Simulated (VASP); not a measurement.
# Co (P-3m1) in VASP: a series of runs

Aim: see how the results for Co move with the level of theory and the settings. Levels: PBE, PBEsol. Tasks: single point, relaxation of cell and atoms.

Everything below comes from runs of VASP 6.6.1. Logs are shortened: lines on timing, memory, paths and dates and some standing lists are left out, and cuts for length are marked.

## 1. The cell of the first run

It takes space group P-3m1 (No. 164, trigonal). Conventional cell: a = 2.487 Å, b = 2.487 Å, c = 4.063 Å, α = 90.00°, β = 90.00°, γ = 120.00°. Within 3.2 Å of Co (site symmetry 3m) lie 12 Co at 2.42 to 2.55 Å.

## 2. Single point, PBE, collinear spin, ferromagnetic start

INCAR

```
SYSTEM = Co
  ALGO = Normal
  EDIFF = 1E-6
  ENCUT = 690
  GGA = PE
  GGA_COMPAT = .FALSE.
  ISIF = 2
  ISMEAR = -1
  ISPIN = 2
  LASPH = .TRUE.
  LCHARG = .FALSE.
  LMAXMIX = 4
  LORBIT = 11
  LREAL = .FALSE.
  LWAVE = .FALSE.
  MAGMOM = 1.5 1.5
  NBANDS = 28
  NELM = 200
  NUPDOWN = 3.0
  PREC = Accurate
  SIGMA = 0.05
```

KPOINTS

```
k-points
0
G
  10 10 6
  0 0 0
```

POSCAR

```
Co
1.0
    2.4873648738      0.0000000000      0.0000000000
   -1.2436824369      2.1541211692      0.0000000000
    0.0000000000      0.0000000000      4.0632895034
Co
2
Direct
    0.3333333333      0.6666666667      0.7401390000
    0.6666666667      0.3333333333      0.2598610000
```

Potentials or basis: VASP PAW PBE potentials, release 64 (Co_sv).

Run with:

```sh
$ cat potpaw_PBE.64/Co_sv/POTCAR > POTCAR
$ mpirun -np 1 vasp_std > vasp.out
```

OUTCAR:

```text
SYSTEM = Co
   EDIFF = 1E-6
   ENCUT = 690
   GGA = PE
   ISIF = 2
   ISMEAR = -1
   ISPIN = 2
   LASPH = .TRUE.
   LORBIT = 11
   LREAL = .FALSE.
   NELM = 200
   NUPDOWN = 3.0
   PREC = Accurate

 ion  position               nearest neighbor table
   1  0.333  0.667  0.740-   2 2.42   2 2.42   2 2.42
   2  0.667  0.333  0.260-   1 2.42   1 2.42   1 2.42

  LATTYP: Found a hexagonal cell.
 ALAT       =     2.4873648738
 C/A-ratio  =     1.6335719565

  Lattice vectors:

 A1 = (   2.4873648738,   0.0000000000,   0.0000000000)
 A2 = (  -1.2436824369,   2.1541211692,   0.0000000000)
 A3 = (   0.0000000000,   0.0000000000,   4.0632895034)

Analysis of symmetry for initial positions (statically):
=====================================================================
 Subroutine PRICEL returns:
 Original cell was already a primitive cell.

 Routine SETGRP: Setting up the symmetry group for a
 hexagonal supercell.

 Subroutine GETGRP returns: Found 12 space group operations
 (whereof 12 operations were pure point group operations)
 out of a pool of 24 trial point group operations.

The static configuration has the point symmetry D_3d.

Analysis of symmetry for dynamics (positions and initial velocities):
=====================================================================
 Subroutine PRICEL returns:
 Original cell was already a primitive cell.

 Routine SETGRP: Setting up the symmetry group for a
 hexagonal supercell.

 Subroutine GETGRP returns: Found 12 space group operations
 (whereof 12 operations were pure point group operations)
 out of a pool of 24 trial point group operations.

The dynamic configuration has the point symmetry D_3d.

Analysis of structural, dynamic, and magnetic symmetry:
=====================================================================
 Subroutine PRICEL returns:
 Original cell was already a primitive cell.

 Routine SETGRP: Setting up the symmetry group for a
 hexagonal supercell.

 Subroutine GETGRP returns: Found 12 space group operations
 (whereof 12 operations were pure point group operations)
 out of a pool of 24 trial point group operations.

The overall configuration has the point symmetry D_3d.

 Subroutine INISYM returns: Found 12 space group operations
 (whereof 12 operations are pure point group operations),
 and found     1 'primitive' translations

----------------------------------------------------------------------------------------

                                     Primitive cell

  volume of cell :      21.7715

  direct lattice vectors                    reciprocal lattice vectors
     2.487364874  0.000000000  0.000000000     0.402031889  0.232113220  0.000000000
    -1.243682437  2.154121169  0.000000000     0.000000000  0.464226439  0.000000000
     0.000000000  0.000000000  4.063289503     0.000000000  0.000000000  0.246106018

  length of vectors
     2.487364874  2.487364874  4.063289503     0.464226439  0.464226439  0.246106018

  position of ions in fractional coordinates (direct lattice)
     0.333333333  0.666666667  0.740139000
     0.666666667  0.333333333  0.259861000

  ion indices of the primitive-cell ions
   primitive index   ion index
                 1           1
                 2           2

----------------------------------------------------------------------------------------

 KPOINTS: k-points

Automatic generation of k-mesh.
 Grid dimensions read from file:
 generate k-points for:   10   10    6

 Generating k-lattice:

  Cartesian coordinates                     Fractional coordinates (reciprocal lattice)
     0.040203189  0.023211322  0.000000000     0.100000000  0.000000000  0.000000000
     0.000000000  0.046422644  0.000000000     0.000000000  0.100000000  0.000000000
     0.000000000  0.000000000  0.041017670     0.000000000  0.000000000  0.166666667

  Length of vectors
     0.046422644  0.046422644  0.041017670

  Shift w.r.t. Gamma in fractional coordinates (k-lattice)
     0.000000000  0.000000000  0.000000000

 Subroutine IBZKPT returns following result:
 ===========================================

 Found     72 irreducible k-points:

 Following reciprocal coordinates:
            Coordinates               Weight
  0.000000  0.000000  0.000000      1.000000
  0.100000 -0.000000  0.000000      6.000000
  0.200000 -0.000000  0.000000      6.000000
  0.300000 -0.000000  0.000000      6.000000
  0.400000 -0.000000  0.000000      6.000000
  0.500000 -0.000000  0.000000      3.000000
[... 16 lines left out ...]
  0.000000  0.400000  0.166667      6.000000
  0.500000 -0.000000  0.166667      6.000000
 [... further k-points ...]
   k-points           NKPTS =     72   k-points in BZ     NKDIM =     72   number of bands    NBANDS=     28
   number of dos      NEDOS =    301   number of ions     NIONS =      2
   total plane-waves  NPLWV =  20736
   dimension x,y,z NGX =    24 NGY =   24 NGZ =   36
   dimension x,y,z NGXF=    48 NGYF=   48 NGZF=   72
   ions per type =               2
   NGX,Y,Z   is equivalent  to a cutoff of  16.04, 16.04, 14.73 a.u.
   NGXF,Y,Z  is equivalent  to a cutoff of  32.08, 32.08, 29.46 a.u.
 SYSTEM =  Co
   PREC   = accura    normal or accurate (medium, high low for compatibility)
   ISTART =      0    job   : 0-new  1-cont  2-samecut
   ICHARG =      2    charge: 1-file 2-atom 10-const
   ISPIN  =      2    spin polarized calculation?
   LNONCOLLINEAR =      F non collinear calculations
   LSORBIT =      F    spin-orbit coupling
   LASPH  =      T    aspherical Exc in radial PAW
   ENCUT  =  690.0 eV  50.71 Ry    7.12 a.u.   5.33  5.33  8.70*2*pi/ulx,y,z
   NELM   =    200;   NELMIN=  2; NELMDL= -5     # of ELM steps
   EDIFF  = 0.1E-05   stopping-criterion for ELM
   LREAL  =      F    real-space projection
   EDIFFG = 0.1E-04   stopping-criterion for IOM
   NSW    =      0    number of steps for IOM
   IBRION =     -1    ionic relax: 0-MD 1-quasi-New 2-CG
   NFREE  =      0    steps in history (QN), initial steepest desc. (CG)
   ISIF   =      2    stress and relaxation
   ISYM   =      2    0-nonsym 1-usesym 2-fastsym
   POTIM  = 0.5000    time-step for ionic-motion
   TEBEG  =    0.0;   TEEND  =   0.0 temperature during run
   PSTRESS=    0.0 pullay stress
   NELECT =      34.0000    total number of electrons
   NUPDOWN=       3.0000    fix difference up-down
   EMIN   =  10.00;   EMAX   =-10.00  energy-range for DOS
   EFERMI =   0.00;   METHOD = LEGACY
   ISMEAR =    -1;   SIGMA  =   0.05  broadening in eV -4-tet -1-fermi 0-gaus
   EFERMI_NEDOS =   21; number of points for ismear=-14 and -15
   IALGO  =     38    algorithm
   IMIX   =      4    mixing-type and parameters
     AMIX     =   0.40;   BMIX     =  1.00
     AMIX_MAG =   1.60;   BMIX_MAG =  1.00
  volume/ion in A,a.u.               =      10.89        73.46
  Fermi-wavevector in a.u.,A,eV,Ry     =   1.899351  3.589254 49.083508  3.607536
  Thomas-Fermi vector in A             =   2.938709
   LORBIT       =     11    0 simple, 1 ext, 2 COOP (PROOUT), +10 PAW based schemes
   GGA     = PE    functional components
   LHFCALC =     F    Hartree Fock is set to
   AEXX    =    0.0000 exact exchange contribution
   IVDW    =     0    specifies the selected vdW correction
   LEPSILON=     F    determine dielectric tensor
   LRPA    =     F    only Hartree local field effects (RPA)
 spin polarized calculation
  energy-cutoff  :      690.00
  volume of cell :       21.77
 maximum number of plane-waves:       917
 NGX is ok and might be reduce to    24
   NGX = 11   NGY = 11   NGZ = 17

 number of electron      34.0000002 magnetization       3.0000000

 Free energy of the ion-electron system (eV)
  ---------------------------------------------------
  ext. energy  EPLUGINS =         0.00000000
  ---------------------------------------------------
  free energy    TOTEN  =       -14.20416262 eV

  energy without entropy =      -14.18665373  energy(sigma->0) =      -14.19540817

 E-fermi :  12.0042     XC(G=0): -13.8773

 val. band max:       11.9997804946   @ k =   0.2000   0.2000   0.0000
 cond. band min:      11.7005163805   @ k =   0.2000   0.2000   0.0000
 fundamental gap:     -0.2992641141
 Fermi energy:        11.6997951939

 spin component 1

 k-point     1 :       0.0000    0.0000    0.0000
  band No.  band energies     occupation
      1     -84.0623      1.00000
      2     -84.0058      1.00000
      3     -47.4540      1.00000
      4     -47.1708      1.00000
      5     -47.1708      1.00000
      6     -47.1301      1.00000
[... 20 lines left out ...]
     27      37.7815      0.00000
     28      37.7815      0.00000
[... 683 lines left out ...]
 k-point    24 :       0.5000   -0.0000    0.1667
  band No.  band energies     occupation
      1     -84.0067      1.00000
      2     -83.9903      1.00000
      3     -47.4269      1.00000
      4     -47.3840      1.00000
      5     -47.2836      1.00000
      6     -47.2394      1.00000
[... 20 lines left out ...]
     27      34.2423      0.00000
     28      34.9365      0.00000

 [... further k-points ...]

 spin component 2

 k-point     1 :       0.0000    0.0000    0.0000
  band No.  band energies     occupation
      1     -82.1218      1.00000
      2     -82.0613      1.00000
      3     -45.5668      1.00000
      4     -45.2806      1.00000
      5     -45.2806      1.00000
      6     -45.2294      1.00000
[... 20 lines left out ...]
     27      38.0616      0.00000
     28      38.0616      0.00000
[... 683 lines left out ...]
 k-point    24 :       0.5000   -0.0000    0.1667
  band No.  band energies     occupation
      1     -82.0622      1.00000
      2     -82.0447      1.00000
      3     -45.5569      1.00000
      4     -45.5098      1.00000
      5     -45.3845      1.00000
      6     -45.3547      1.00000
[... 20 lines left out ...]
     27      34.5280      0.00000
     28      35.2154      0.00000

 [... further k-points ...]

------------------------ aborting loop because EDIFF is reached ----------------------------------------

  FORCE on cell =-STRESS in cart. coord.  units (eV):
  Direction    XX          YY          ZZ          XY          YZ          ZX
  --------------------------------------------------------------------------------------
  -------------------------------------------------------------------------------------
  Total       -0.3370205     -0.3370205     -0.7069319      0.0000000      0.0000000      0.0000000
  in kB      -24.8015874    -24.8015874    -52.0236432      0.0000000      0.0000000      0.0000000
  external PRESSURE =     -33.8756060 kB  Pullay stress =       0.0000000 kB

 VOLUME and BASIS-vectors are now :
 -----------------------------------------------------------------------------
  energy-cutoff  :      690.00
  volume of cell :       21.77
      direct lattice vectors                 reciprocal lattice vectors
     2.487364874  0.000000000  0.000000000     0.402031889  0.232113220  0.000000000
    -1.243682437  2.154121169  0.000000000     0.000000000  0.464226439  0.000000000
     0.000000000  0.000000000  4.063289503     0.000000000  0.000000000  0.246106018

 POSITION                                       TOTAL-FORCE (eV/Angst)
 -----------------------------------------------------------------------------------
     -0.00000      1.43608      3.00740        -0.000000     -0.000000      0.550897
      1.24368      0.71804      1.05589         0.000000      0.000000     -0.550897
 -----------------------------------------------------------------------------------
    total drift:                                0.000000     -0.000000      0.000000

  FREE ENERGIE OF THE ION-ELECTRON SYSTEM (eV)
  ---------------------------------------------------
  free  energy   TOTEN  =       -14.2041626171 eV

  energy  without entropy=      -14.1866537292  energy(sigma->0) =      -14.19540817

 total charge

# of ion       s       p       d       tot
------------------------------------------
    1        2.244   6.119   6.697  15.060
    2        2.244   6.119   6.697  15.060
--------------------------------------------------
tot          4.489  12.238  13.393  30.120

 magnetization (x)

# of ion       s       p       d       tot
------------------------------------------
    1       -0.006  -0.016   1.600   1.578
    2       -0.006  -0.016   1.600   1.578
--------------------------------------------------
tot         -0.012  -0.032   3.200   3.156
```

It took 2.3 min on 1 thread of Intel Xeon Platinum 8375C at 2.90GHz (Ice Lake), shared host; peak memory 0.22 GiB.

Results:

* Free energy: -14.2042 eV
* Pressure: -3.4 GPa
* Largest force: 0.551 eV/Å
* Net moment: 3.00 μB per cell
* Site moments: Co +1.58 μB
* Valence electrons inside the program's atomic spheres: Co 15.06

Forces on the atoms (eV/Å):
```
Co   0.000  0.000  0.551
Co   0.000  0.000 -0.551
```

Stress tensor (GPa, compression positive):
```
-2.48  0.00  0.00
 0.00 -2.48  0.00
 0.00  0.00 -5.20
```

Caveat: the cell stands under tension; the total moment is fixed, so each spin has its own Fermi level and the state may be an excited one.

## 3. Single point, PBE, non-collinear spin, typed start

INCAR

```
SYSTEM = Co
PREC = Accurate
ENCUT = 690
EDIFF = 1E-6
ISMEAR = -1
SIGMA = 0.05
LREAL = .False.
LASPH = .True.
NELM = 200
ALGO = Normal
ISIF = 2
LWAVE = .False.
LCHARG = .False.
LNONCOLLINEAR = .True.
MAGMOM = 0.641 0.024 0.225 2.11 -0.426 0.499
LORBIT = 11
LMAXMIX = 4
GGA = PE
NBANDS = 46
GGA_COMPAT = .False.
```

KPOINTS

```
Automatic mesh
0
Gamma
  9 9 5
  0 0 0
```

POSCAR is that of step 2.

Potentials or basis: VASP PAW PBE potentials, release 64 (Co_sv).

Run with:

```sh
$ cat potpaw_PBE.64/Co_sv/POTCAR > POTCAR
$ mpirun -np 1 vasp_ncl > vasp.out
```

Run time: 70 min. Hardware: 1 thread of Intel Xeon Platinum 8488C (Sapphire Rapids), shared host; peak memory 0.87 GiB.

Results (log left out):

| Item | Value |
| --- | --- |
| Free energy | -14.2293 eV |
| Pressure | -2.0 GPa |
| Largest force | 0.502 eV/Å |
| Band gap on the k mesh | zero (bands 34 and 35 overlap by 2.08 eV) |
| Net moment | 3.10 μB per cell |
| Valence electrons inside the program's atomic spheres | Co 15.06 |

Forces in eV/Å, atoms in the order of the input:
```
Co   0.000  0.000  0.502
Co   0.000  0.000 -0.502
```

Stress tensor (GPa, compression positive):
```
-1.80  0.00  0.00
 0.00 -1.81  0.00
 0.00  0.00 -2.26
```

Levels at points of the mesh, in eV from the Fermi level:
| k point | band 31 | band 32 | band 33 | band 34 | band 35 | band 36 |
| --- | --- | --- | --- | --- | --- | --- |
| (0.00, 0.00, 0.00) | -0.85 | -0.85 | -0.72 | -0.72 | -0.34 | -0.28 |

Moments on the atoms (μB; x, y, z):
```
Co   1.56 -0.22  0.41
Co   1.56 -0.22  0.41
```

(Part 1 of 2 ends here.)

The gap in the log of VASP goes by the Fermi energy; the results here count the filled bands.